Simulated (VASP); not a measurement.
# ZnO (P4_2/mnm) in VASP: single point with PBEsol

Aim: the single point of ZnO with PBEsol.

All numbers are computed with VASP 6.6.1; they aren't measurements. Logs are shortened: lines on timing, memory, paths and dates and some standing lists are left out, and cuts for length are marked.

## (1) The cell of the first run

The structure is tetragonal, space group P4_2/mnm (No. 136). The conventional cell has a = 5.513 Å, b = 5.513 Å, c = 3.242 Å, α = 90.00°, β = 90.00°, γ = 90.00°. Within 2.6 Å of Zn (site symmetry m2m) lie 4 O at 1.94 to 2.01 Å. Within 2.6 Å of O (site symmetry m2m) lie 4 Zn at 1.94 to 2.01 Å.

## (2) Single point, PBEsol

Input file INCAR:

```
  PREC = Accurate
  ENCUT = 520
  EDIFF = 1E-6
  ISMEAR = 0
  SIGMA = 0.02
  LREAL = F
  LASPH = T
  NELM = 100
  ALGO = Fast
  ISIF = 2
  LWAVE = F
  LCHARG = F
  GGA = PS
  NBANDS = 46
```

Input file KPOINTS:

```
regular mesh
0
Gamma
  6 6 8
```

Input file POSCAR:

```
ZnO
1.0
    5.5134901171      0.0000000000      0.0000000000
    0.0000000000      5.5134901171      0.0000000000
    0.0000000000      0.0000000000      3.2424998534
Zn O
4 4
Direct
    0.1820766764      0.1820766764      0.5000000000
    0.8179233236      0.8179233236      0.5000000000
    0.6820766764      0.3179233236      0.0000000000
    0.3179233236      0.6820766764      0.0000000000
    0.8179728430      0.1820271570      0.5000000000
    0.1820271570      0.8179728430      0.5000000000
    0.6820271570      0.6820271570      0.0000000000
    0.3179728430      0.3179728430      0.0000000000
```

Potentials or basis: VASP PAW PBE potentials, release 64 (Zn, O).

Started as:

```
> cat potpaw_PBE.64/Zn/POTCAR potpaw_PBE.64/O/POTCAR > POTCAR
> mpirun -np 1 vasp_std > vasp.out
```

OUTCAR:

```text
PREC = Accurate
   ENCUT = 520
   EDIFF = 1E-6
   ISMEAR = 0
   LREAL = F
   LASPH = T
   NELM = 100
   ISIF = 2
   GGA = PS

 ion  position               nearest neighbor table
   1  0.182  0.182  0.500-   8 1.94   8 1.94   5 2.01   6 2.01   2 2.84
   2  0.818  0.818  0.500-   7 1.94   7 1.94   5 2.01   6 2.01   1 2.84
   3  0.682  0.318  0.000-   5 1.94   5 1.94   8 2.01   7 2.01   4 2.84
   4  0.318  0.682  0.000-   6 1.94   6 1.94   8 2.01   7 2.01   3 2.84
   5  0.818  0.182  0.500-   3 1.94   3 1.94   1 2.01   2 2.01
   6  0.182  0.818  0.500-   4 1.94   4 1.94   1 2.01   2 2.01
   7  0.682  0.682  0.000-   2 1.94   2 1.94   4 2.01   3 2.01
   8  0.318  0.318  0.000-   1 1.94   1 1.94   4 2.01   3 2.01

  LATTYP: Found a simple tetragonal cell.
 ALAT       =     5.5134901171
 C/A-ratio  =     0.5881029592

  Lattice vectors:

 A1 = (   5.5134901171,   0.0000000000,   0.0000000000)
 A2 = (   0.0000000000,   5.5134901171,   0.0000000000)
 A3 = (   0.0000000000,   0.0000000000,   3.2424998534)

Analysis of symmetry for initial positions (statically):
=====================================================================
 Subroutine PRICEL returns:
 Original cell was already a primitive cell.

 Routine SETGRP: Setting up the symmetry group for a
 simple tetragonal supercell.

 Subroutine GETGRP returns: Found 16 space group operations
 (whereof  8 operations were pure point group operations)
 out of a pool of 16 trial point group operations.

The static configuration has the point symmetry D_2h.
 The point group associated with its full space group is D_4h.

Analysis of symmetry for dynamics (positions and initial velocities):
=====================================================================
 Subroutine PRICEL returns:
 Original cell was already a primitive cell.

 Routine SETGRP: Setting up the symmetry group for a
 simple tetragonal supercell.

 Subroutine GETGRP returns: Found 16 space group operations
 (whereof  8 operations were pure point group operations)
 out of a pool of 16 trial point group operations.

The dynamic configuration has the point symmetry D_2h.
 The point group associated with its full space group is D_4h.

 Subroutine INISYM returns: Found 16 space group operations
 (whereof  8 operations are pure point group operations),
 and found     1 'primitive' translations

----------------------------------------------------------------------------------------

                                     Primitive cell

  volume of cell :      98.5674

  direct lattice vectors                    reciprocal lattice vectors
     5.513490117  0.000000000  0.000000000     0.181373319  0.000000000  0.000000000
     0.000000000  5.513490117  0.000000000     0.000000000  0.181373319  0.000000000
     0.000000000  0.000000000  3.242499853     0.000000000  0.000000000  0.308404023

  length of vectors
     5.513490117  5.513490117  3.242499853     0.181373319  0.181373319  0.308404023

  position of ions in fractional coordinates (direct lattice)
     0.182076676  0.182076676  0.500000000
     0.817923324  0.817923324  0.500000000
     0.682076676  0.317923324  0.000000000
     0.317923324  0.682076676  0.000000000
     0.817972843  0.182027157  0.500000000
     0.182027157  0.817972843  0.500000000
     0.682027157  0.682027157  0.000000000
     0.317972843  0.317972843  0.000000000

  ion indices of the primitive-cell ions
   primitive index   ion index
                 1           1
                 2           2
                 3           3
                 4           4
                 5           5
                 6           6
                 7           7
                 8           8

----------------------------------------------------------------------------------------

 KPOINTS: regular mesh

Automatic generation of k-mesh.
 Grid dimensions read from file:
 generate k-points for:    6    6    8

 Generating k-lattice:

  Cartesian coordinates                     Fractional coordinates (reciprocal lattice)
     0.030228886  0.000000000  0.000000000     0.166666667  0.000000000  0.000000000
     0.000000000  0.030228886  0.000000000     0.000000000  0.166666667  0.000000000
     0.000000000  0.000000000  0.038550503     0.000000000  0.000000000  0.125000000

  Length of vectors
     0.030228886  0.030228886  0.038550503

  Shift w.r.t. Gamma in fractional coordinates (k-lattice)
     0.000000000  0.000000000  0.000000000

 Subroutine IBZKPT returns following result:
 ===========================================

 Found     50 irreducible k-points:

 Following reciprocal coordinates:
            Coordinates               Weight
  0.000000  0.000000  0.000000      1.000000
  0.166667  0.000000  0.000000      4.000000
  0.333333  0.000000  0.000000      4.000000
  0.500000  0.000000  0.000000      2.000000
  0.166667  0.166667  0.000000      4.000000
  0.333333  0.166667  0.000000      8.000000
[... 16 lines left out ...]
  0.333333  0.000000  0.250000      8.000000
  0.500000  0.000000  0.250000      4.000000
 [... further k-points ...]
   k-points           NKPTS =     50   k-points in BZ     NKDIM =     50   number of bands    NBANDS=     46
   number of dos      NEDOS =    301   number of ions     NIONS =      8
   total plane-waves  NPLWV =  42336
   dimension x,y,z NGX =    42 NGY =   42 NGZ =   24
   dimension x,y,z NGXF=    84 NGYF=   84 NGZF=   48
   ions per type =               4   4
   NGX,Y,Z   is equivalent  to a cutoff of  12.66, 12.66, 12.31 a.u.
   NGXF,Y,Z  is equivalent  to a cutoff of  25.33, 25.33, 24.61 a.u.
 SYSTEM =  unknown system
   PREC   = accura    normal or accurate (medium, high low for compatibility)
   ISTART =      0    job   : 0-new  1-cont  2-samecut
   ICHARG =      2    charge: 1-file 2-atom 10-const
   ISPIN  =      1    spin polarized calculation?
   LNONCOLLINEAR =      F non collinear calculations
   LSORBIT =      F    spin-orbit coupling
   LASPH  =      T    aspherical Exc in radial PAW
   ENCUT  =  520.0 eV  38.22 Ry    6.18 a.u.  10.25 10.25  6.03*2*pi/ulx,y,z
   NELM   =    100;   NELMIN=  2; NELMDL= -5     # of ELM steps
   EDIFF  = 0.1E-05   stopping-criterion for ELM
   LREAL  =      F    real-space projection
   EDIFFG = 0.1E-04   stopping-criterion for IOM
   NSW    =      0    number of steps for IOM
   IBRION =     -1    ionic relax: 0-MD 1-quasi-New 2-CG
   NFREE  =      0    steps in history (QN), initial steepest desc. (CG)
   ISIF   =      2    stress and relaxation
   ISYM   =      2    0-nonsym 1-usesym 2-fastsym
   POTIM  = 0.5000    time-step for ionic-motion
   TEBEG  =    0.0;   TEEND  =   0.0 temperature during run
   PSTRESS=    0.0 pullay stress
   NELECT =      72.0000    total number of electrons
   NUPDOWN=      -1.0000    fix difference up-down
   EMIN   =  10.00;   EMAX   =-10.00  energy-range for DOS
   EFERMI =   0.00;   METHOD = LEGACY
   ISMEAR =     0;   SIGMA  =   0.02  broadening in eV -4-tet -1-fermi 0-gaus
   EFERMI_NEDOS =   21; number of points for ismear=-14 and -15
   IALGO  =     68    algorithm
   IMIX   =      4    mixing-type and parameters
     AMIX     =   0.40;   BMIX     =  1.00
     AMIX_MAG =   1.60;   BMIX_MAG =  1.00
  volume/ion in A,a.u.               =      12.32        83.15
  Fermi-wavevector in a.u.,A,eV,Ry     =   1.474375  2.786165 29.576092  2.173781
  Thomas-Fermi vector in A             =   2.589154
   LORBIT       =      0    0 simple, 1 ext, 2 COOP (PROOUT), +10 PAW based schemes
   GGA     = PS    functional components
   LHFCALC =     F    Hartree Fock is set to
   AEXX    =    0.0000 exact exchange contribution
   IVDW    =     0    specifies the selected vdW correction
   LEPSILON=     F    determine dielectric tensor
   LRPA    =     F    only Hartree local field effects (RPA)
 non-spin polarized calculation
 RMM-DIIS sequential band-by-band and
 Gauss-broadening in eV      SIGMA  =   0.02
  energy-cutoff  :      520.00
  volume of cell :       98.57
 maximum number of plane-waves:      2684
 NGX is ok and might be reduce to    42
   NGX = 21   NGY = 21   NGZ = 13

 number of electron      72.0000002 magnetization

 Free energy of the ion-electron system (eV)
  ---------------------------------------------------
  ext. energy  EPLUGINS =         0.00000000
  ---------------------------------------------------
  free energy    TOTEN  =       -38.57069268 eV

  energy without entropy =      -38.57069268  energy(sigma->0) =      -38.57069268

 E-fermi :   1.0547     XC(G=0): -10.9273

 val. band max:        0.9164745927   @ k =   0.0000   0.0000   0.0000
 cond. band min:       1.6093724625   @ k =   0.0000   0.0000   0.0000
 fundamental gap:      0.6928978698
 Fermi energy:         1.0547071030

 k-point     1 :       0.0000    0.0000    0.0000
  band No.  band energies     occupation
      1     -17.2230      2.00000
      2     -16.4796      2.00000
      3     -16.4796      2.00000
      4     -16.3899      2.00000
      5      -5.5611      2.00000
      6      -5.2749      2.00000
[... 38 lines left out ...]
     45      11.1289      0.00000
     46      13.0820      0.00000

 k-point     2 :       0.1667    0.0000    0.0000
  band No.  band energies     occupation
      1     -17.1835      2.00000
      2     -16.5689      2.00000
      3     -16.4644      2.00000
      4     -16.3575      2.00000
      5      -5.5529      2.00000
      6      -5.3020      2.00000
[... 38 lines left out ...]
     45      11.4974      0.00000
     46      13.0270      0.00000

 k-point     3 :       0.3333    0.0000    0.0000
  band No.  band energies     occupation
      1     -17.0724      2.00000
      2     -16.7313      2.00000
      3     -16.4253      2.00000
      4     -16.3501      2.00000
      5      -5.5195      2.00000
      6      -5.3717      2.00000
[... 1018 lines left out ...]
     45      10.3118      0.00000
     46      10.8448      0.00000

 k-point    24 :       0.5000    0.0000    0.2500
  band No.  band energies     occupation
      1     -16.7416      2.00000
      2     -16.7416      2.00000
      3     -16.3136      2.00000
      4     -16.3136      2.00000
      5      -5.2997      2.00000
      6      -5.2997      2.00000
[... 38 lines left out ...]
     45      10.4408      0.00000
     46      10.4408      0.00000

 [... further k-points ...]

------------------------ aborting loop because EDIFF is reached ----------------------------------------

  FORCE on cell =-STRESS in cart. coord.  units (eV):
  Direction    XX          YY          ZZ          XY          YZ          ZX
  --------------------------------------------------------------------------------------
  -------------------------------------------------------------------------------------
  Total        0.5076182      0.5076182      0.6192528      0.0000000      0.0000000      0.0000000
  in kB        8.2511519      8.2511519     10.0657335      0.0000000      0.0000000      0.0000000
  external PRESSURE =       8.8560125 kB  Pullay stress =       0.0000000 kB

 VOLUME and BASIS-vectors are now :
 -----------------------------------------------------------------------------
  energy-cutoff  :      520.00
  volume of cell :       98.57
      direct lattice vectors                 reciprocal lattice vectors
     5.513490117  0.000000000  0.000000000     0.181373319  0.000000000  0.000000000
     0.000000000  5.513490117  0.000000000     0.000000000  0.181373319  0.000000000
     0.000000000  0.000000000  3.242499853     0.000000000  0.000000000  0.308404023

 POSITION                                       TOTAL-FORCE (eV/Angst)
 -----------------------------------------------------------------------------------
      1.00388      1.00388      1.62125        -0.001872     -0.001872     -0.000000
      4.50961      4.50961      1.62125         0.001872      0.001872     -0.000000
      3.76062      1.75287      0.00000        -0.001872      0.001872     -0.000000
      1.75287      3.76062      0.00000         0.001872     -0.001872     -0.000000
      4.50989      1.00360      1.62125         0.003084     -0.003084     -0.000000
      1.00360      4.50989      1.62125        -0.003084      0.003084     -0.000000
      3.76035      3.76035      0.00000        -0.003084     -0.003084     -0.000000
      1.75314      1.75314      0.00000         0.003084      0.003084      0.000000
 -----------------------------------------------------------------------------------
    total drift:                                0.000000     -0.000000     -0.000000

  FREE ENERGIE OF THE ION-ELECTRON SYSTEM (eV)
  ---------------------------------------------------
  free  energy   TOTEN  =       -38.5706926835 eV

  energy  without entropy=      -38.5706926835  energy(sigma->0) =      -38.57069268
```

It took 1.8 min on 1 thread of Intel Xeon 6975P-C (Granite Rapids), shared host; peak memory 0.29 GiB.

What came out:

* Free energy: -38.5707 eV
* Pressure: 0.9 GPa
* Largest force: 0.004 eV/Å
* Band gap on the k mesh: 0.69 eV

Forces in eV/Å, atoms in the order of the input:
```
Zn  -0.002 -0.002  0.000
Zn   0.002  0.002  0.000
Zn  -0.002  0.002  0.000
Zn   0.002 -0.002  0.000
O    0.003 -0.003  0.000
O   -0.003  0.003  0.000
O   -0.003 -0.003  0.000
O    0.003  0.003  0.000
```

Stress tensor (GPa, compression positive):
```
0.83 0.00 0.00
0.00 0.83 0.00
0.00 0.00 1.01
```

Caveat: the PAW data sets were made with another functional, which shifts forces and pressure a little.
